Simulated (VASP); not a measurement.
# ZrS (Fm-3m) in VASP: single point with PBEsol

Aim: the single point of ZrS with PBEsol.

Everything below comes from runs of VASP 6.6.1. Logs are shortened: lines on timing, memory, paths and dates and some standing lists are left out, and cuts for length are marked.

## 1. The cell of the first run

The structure is cubic, space group Fm-3m (No. 225). The conventional cell has a = 5.267 Å, b = 5.267 Å, c = 5.267 Å, α = 90.00°, β = 90.00°, γ = 90.00°. Zr (site symmetry m-3m) has 6 S at 2.63 Å within 3.5 Å. Within 3.5 Å of S (site symmetry m-3m) lie 6 Zr at 2.63 Å.

## 2. Single point, PBEsol

INCAR reads:

```
ALGO = Normal ; EDIFF = 1E-6
ENCUT = 520 ; GGA = PS
ISIF = 2 ; ISMEAR = 0
LASPH = T ; LCHARG = F
LREAL = F ; LWAVE = F
NBANDS = 16 ; NELM = 100
PREC = Accurate ; SIGMA = 0.05
```

KPOINTS reads:

```
k-points
0
Gamma
  12 12 12
```

POSCAR reads:

```
ZrS
1.0
    0.0000000000      2.6337210873      2.6337210873
    2.6337210873      0.0000000000      2.6337210873
    2.6337210873      2.6337210873      0.0000000000
Zr S
1 1
Direct
    0.5000000000      0.5000000000      0.5000000000
    0.0000000000      0.0000000000      0.0000000000
```

Potentials or basis: VASP PAW PBE potentials, release 64 (Zr_sv, S).

The run is started by

```bash
cat potpaw_PBE.64/Zr_sv/POTCAR potpaw_PBE.64/S/POTCAR > POTCAR
mpirun -np 1 vasp_std > vasp.out
```

OUTCAR:

```text
EDIFF = 1E-6
   ENCUT = 520
   GGA = PS
   ISIF = 2
   ISMEAR = 0
   LASPH = T
   LREAL = F
   NELM = 100
   PREC = Accurate

 ion  position               nearest neighbor table
   1  0.500  0.500  0.500-   2 2.63   2 2.63   2 2.63   2 2.63   2 2.63   2 2.63
   2  0.000  0.000  0.000-   1 2.63   1 2.63   1 2.63   1 2.63   1 2.63   1 2.63

  LATTYP: Found a face centered cubic cell.
 ALAT       =     5.2674421746

  Lattice vectors:

 A1 = (   0.0000000000,   2.6337210873,   2.6337210873)
 A2 = (   2.6337210873,   0.0000000000,   2.6337210873)
 A3 = (   2.6337210873,   2.6337210873,   0.0000000000)

Analysis of symmetry for initial positions (statically):
=====================================================================
 Subroutine PRICEL returns:
 Original cell was already a primitive cell.

 Routine SETGRP: Setting up the symmetry group for a
 face centered cubic supercell.

 Subroutine GETGRP returns: Found 48 space group operations
 (whereof 48 operations were pure point group operations)
 out of a pool of 48 trial point group operations.

The static configuration has the point symmetry O_h .

Analysis of symmetry for dynamics (positions and initial velocities):
=====================================================================
 Subroutine PRICEL returns:
 Original cell was already a primitive cell.

 Routine SETGRP: Setting up the symmetry group for a
 face centered cubic supercell.

 Subroutine GETGRP returns: Found 48 space group operations
 (whereof 48 operations were pure point group operations)
 out of a pool of 48 trial point group operations.

The dynamic configuration has the point symmetry O_h .

 Subroutine INISYM returns: Found 48 space group operations
 (whereof 48 operations are pure point group operations),
 and found     1 'primitive' translations

----------------------------------------------------------------------------------------

                                     Primitive cell

  volume of cell :      36.5375

  direct lattice vectors                    reciprocal lattice vectors
     0.000000000  2.633721087  2.633721087    -0.189845463  0.189845463  0.189845463
     2.633721087  0.000000000  2.633721087     0.189845463 -0.189845463  0.189845463
     2.633721087  2.633721087  0.000000000     0.189845463  0.189845463 -0.189845463

  length of vectors
     3.724644081  3.724644081  3.724644081     0.328821988  0.328821988  0.328821988

  position of ions in fractional coordinates (direct lattice)
     0.500000000  0.500000000  0.500000000
     0.000000000  0.000000000  0.000000000

  ion indices of the primitive-cell ions
   primitive index   ion index
                 1           1
                 2           2

----------------------------------------------------------------------------------------

 KPOINTS: k-points

Automatic generation of k-mesh.
 Grid dimensions read from file:
 generate k-points for:   12   12   12

 Generating k-lattice:

  Cartesian coordinates                     Fractional coordinates (reciprocal lattice)
    -0.015820455  0.015820455  0.015820455     0.083333333  0.000000000  0.000000000
     0.015820455 -0.015820455  0.015820455     0.000000000  0.083333333  0.000000000
     0.015820455  0.015820455 -0.015820455     0.000000000  0.000000000  0.083333333

  Length of vectors
     0.027401832  0.027401832  0.027401832

  Shift w.r.t. Gamma in fractional coordinates (k-lattice)
     0.000000000  0.000000000  0.000000000

 Subroutine IBZKPT returns following result:
 ===========================================

 Found     72 irreducible k-points:

 Following reciprocal coordinates:
            Coordinates               Weight
  0.000000  0.000000  0.000000      1.000000
  0.083333  0.000000  0.000000      8.000000
  0.166667  0.000000  0.000000      8.000000
  0.250000  0.000000  0.000000      8.000000
  0.333333  0.000000  0.000000      8.000000
  0.416667  0.000000  0.000000      8.000000
[... 16 lines left out ...]
  0.500000  0.166667  0.000000     24.000000
 -0.416667  0.166667  0.000000     24.000000
 [... further k-points ...]
   k-points           NKPTS =     72   k-points in BZ     NKDIM =     72   number of bands    NBANDS=     16
   number of dos      NEDOS =    301   number of ions     NIONS =      2
   total plane-waves  NPLWV =  21952
   dimension x,y,z NGX =    28 NGY =   28 NGZ =   28
   dimension x,y,z NGXF=    56 NGYF=   56 NGZF=   56
   ions per type =               1   1
   NGX,Y,Z   is equivalent  to a cutoff of  12.50, 12.50, 12.50 a.u.
   NGXF,Y,Z  is equivalent  to a cutoff of  25.00, 25.00, 25.00 a.u.
 SYSTEM =  unknown system
   PREC   = accura    normal or accurate (medium, high low for compatibility)
   ISTART =      0    job   : 0-new  1-cont  2-samecut
   ICHARG =      2    charge: 1-file 2-atom 10-const
   ISPIN  =      1    spin polarized calculation?
   LNONCOLLINEAR =      F non collinear calculations
   LSORBIT =      F    spin-orbit coupling
   LASPH  =      T    aspherical Exc in radial PAW
   ENCUT  =  520.0 eV  38.22 Ry    6.18 a.u.   6.93  6.93  6.93*2*pi/ulx,y,z
   NELM   =    100;   NELMIN=  2; NELMDL= -5     # of ELM steps
   EDIFF  = 0.1E-05   stopping-criterion for ELM
   LREAL  =      F    real-space projection
   EDIFFG = 0.1E-04   stopping-criterion for IOM
   NSW    =      0    number of steps for IOM
   IBRION =     -1    ionic relax: 0-MD 1-quasi-New 2-CG
   NFREE  =      0    steps in history (QN), initial steepest desc. (CG)
   ISIF   =      2    stress and relaxation
   ISYM   =      2    0-nonsym 1-usesym 2-fastsym
   POTIM  = 0.5000    time-step for ionic-motion
   TEBEG  =    0.0;   TEEND  =   0.0 temperature during run
   PSTRESS=    0.0 pullay stress
   NELECT =      18.0000    total number of electrons
   NUPDOWN=      -1.0000    fix difference up-down
   EMIN   =  10.00;   EMAX   =-10.00  energy-range for DOS
   EFERMI =   0.00;   METHOD = LEGACY
   ISMEAR =     0;   SIGMA  =   0.05  broadening in eV -4-tet -1-fermi 0-gaus
   EFERMI_NEDOS =   21; number of points for ismear=-14 and -15
   IALGO  =     38    algorithm
   IMIX   =      4    mixing-type and parameters
     AMIX     =   0.40;   BMIX     =  1.00
     AMIX_MAG =   1.60;   BMIX_MAG =  1.00
  volume/ion in A,a.u.               =      18.27       123.28
  Fermi-wavevector in a.u.,A,eV,Ry     =   1.292962  2.443345 22.745563  1.671752
  Thomas-Fermi vector in A             =   2.424638
   LORBIT       =      0    0 simple, 1 ext, 2 COOP (PROOUT), +10 PAW based schemes
   GGA     = PS    functional components
   LHFCALC =     F    Hartree Fock is set to
   AEXX    =    0.0000 exact exchange contribution
   IVDW    =     0    specifies the selected vdW correction
   LEPSILON=     F    determine dielectric tensor
   LRPA    =     F    only Hartree local field effects (RPA)
 non-spin polarized calculation
 Gauss-broadening in eV      SIGMA  =   0.05
  energy-cutoff  :      520.00
  volume of cell :       36.54
 maximum number of plane-waves:      1004
   NGX = 13   NGY = 13   NGZ = 13

 number of electron      18.0000001 magnetization

 Free energy of the ion-electron system (eV)
  ---------------------------------------------------
  ext. energy  EPLUGINS =         0.00000000
  ---------------------------------------------------
  free energy    TOTEN  =       -16.46027463 eV

  energy without entropy =      -16.45790077  energy(sigma->0) =      -16.45908770

 E-fermi :  10.4606     XC(G=0): -11.4126

 val. band max:       10.4466082125   @ k =   0.5000   0.1667   0.0833
 cond. band min:      10.4743405872   @ k =   0.2500   0.1667   0.0833
 fundamental gap:      0.0277323747
 Fermi energy:        10.4606241540

 k-point     1 :       0.0000    0.0000    0.0000
  band No.  band energies     occupation
      1     -39.4162      2.00000
      2     -17.4117      2.00000
      3     -17.4117      2.00000
      4     -17.4117      2.00000
      5      -5.2960      2.00000
      6       6.9656      2.00000
[... 8 lines left out ...]
     15      17.6007      0.00000
     16      22.7472      0.00000

 k-point     2 :       0.0833    0.0000    0.0000
  band No.  band energies     occupation
      1     -39.4145      2.00000
      2     -17.4351      2.00000
      3     -17.4137      2.00000
      4     -17.4137      2.00000
      5      -5.2096      2.00000
      6       6.4427      2.00000
[... 8 lines left out ...]
     15      17.8886      0.00000
     16      22.1316      0.00000

 k-point     3 :       0.1667    0.0000    0.0000
  band No.  band energies     occupation
      1     -39.4099      2.00000
      2     -17.4984      2.00000
      3     -17.4192      2.00000
      4     -17.4192      2.00000
      5      -4.9660      2.00000
      6       5.3983      2.00000
[... 8 lines left out ...]
     15      18.4720      0.00000
     16      21.1830      0.00000

 k-point     4 :       0.2500    0.0000    0.0000
  band No.  band energies     occupation
      1     -39.4037      2.00000
      2     -17.5829      2.00000
      3     -17.4267      2.00000
      4     -17.4267      2.00000
      5      -4.6106      2.00000
      6       4.3121      2.00000
[... 8 lines left out ...]
     15      18.4308      0.00000
     16      19.9019      0.00000
[... 324 lines left out ...]
 k-point    22 :       0.4167    0.1667    0.0000
  band No.  band energies     occupation
      1     -39.3925      2.00000
      2     -17.6690      2.00000
      3     -17.4710      2.00000
      4     -17.4625      2.00000
      5      -4.1526      2.00000
      6       3.3322      2.00000
[... 8 lines left out ...]
     15      16.9519      0.00000
     16      18.1946      0.00000

 k-point    23 :       0.5000    0.1667    0.0000
  band No.  band energies     occupation
      1     -39.3893      2.00000
      2     -17.7045      2.00000
      3     -17.4859      2.00000
      4     -17.4605      2.00000
      5      -3.9564      2.00000
      6       3.0321      2.00000
[... 8 lines left out ...]
     15      16.7312      0.00000
     16      17.9365      0.00000

 k-point    24 :      -0.4167    0.1667    0.0000
  band No.  band energies     occupation
      1     -39.3889      2.00000
      2     -17.7087      2.00000
      3     -17.4965      2.00000
      4     -17.4530      2.00000
      5      -3.9043      2.00000
      6       2.9342      2.00000
[... 8 lines left out ...]
     15      17.3991      0.00000
     16      17.9091      0.00000

 [... further k-points ...]
[... 5 lines left out ...]
  --------------------------------------------------------------------------------------
  -------------------------------------------------------------------------------------
  Total       -1.7100440     -1.7100440     -1.7100440      0.0000000     -0.0000000      0.0000000
  in kB      -74.9857124    -74.9857124    -74.9857124      0.0000000     -0.0000000      0.0000000
  external PRESSURE =     -74.9857124 kB  Pullay stress =       0.0000000 kB

 VOLUME and BASIS-vectors are now :
 -----------------------------------------------------------------------------
  energy-cutoff  :      520.00
  volume of cell :       36.54
      direct lattice vectors                 reciprocal lattice vectors
     0.000000000  2.633721087  2.633721087    -0.189845463  0.189845463  0.189845463
     2.633721087  0.000000000  2.633721087     0.189845463 -0.189845463  0.189845463
     2.633721087  2.633721087  0.000000000     0.189845463  0.189845463 -0.189845463

 POSITION                                       TOTAL-FORCE (eV/Angst)
 -----------------------------------------------------------------------------------
      2.63372      2.63372      2.63372        -0.000000     -0.000000     -0.000000
      0.00000      0.00000      0.00000         0.000000      0.000000      0.000000
 -----------------------------------------------------------------------------------
    total drift:                                0.000000      0.000000      0.000000

  FREE ENERGIE OF THE ION-ELECTRON SYSTEM (eV)
  ---------------------------------------------------
  free  energy   TOTEN  =       -16.4602746306 eV

  energy  without entropy=      -16.4579007729  energy(sigma->0) =      -16.45908770
```

It took 36 s on 1 thread of Intel Xeon Platinum 8375C at 2.90GHz (Ice Lake), shared host; peak memory 0.18 GiB.

Results:

| Item | Value |
| --- | --- |
| Free energy | -16.4603 eV |
| Pressure | -7.5 GPa |
| Band gap on the k mesh | zero (bands 9 and 10 overlap by 2.78 eV) |

Levels at points of the mesh, in eV from the Fermi level:
```tsv
k point	band 6	band 7	band 8	band 9	band 10	band 11	band 12	band 13
(0.00, 0.00, 0.00)	-3.50	-3.50	-3.50	-1.32	-1.32	-1.32	-0.65	-0.65
(0.50, 0.00, 0.00)	-7.96	-5.90	-5.90	1.47	1.47	1.76	1.89	5.55
(0.50, 0.50, 0.00)	-6.22	-4.43	-4.43	-3.39	0.53	2.36	2.36	2.76
```

Caveat: the cell stands under tension; the PAW data sets were made with another functional, which shifts forces and pressure a little.
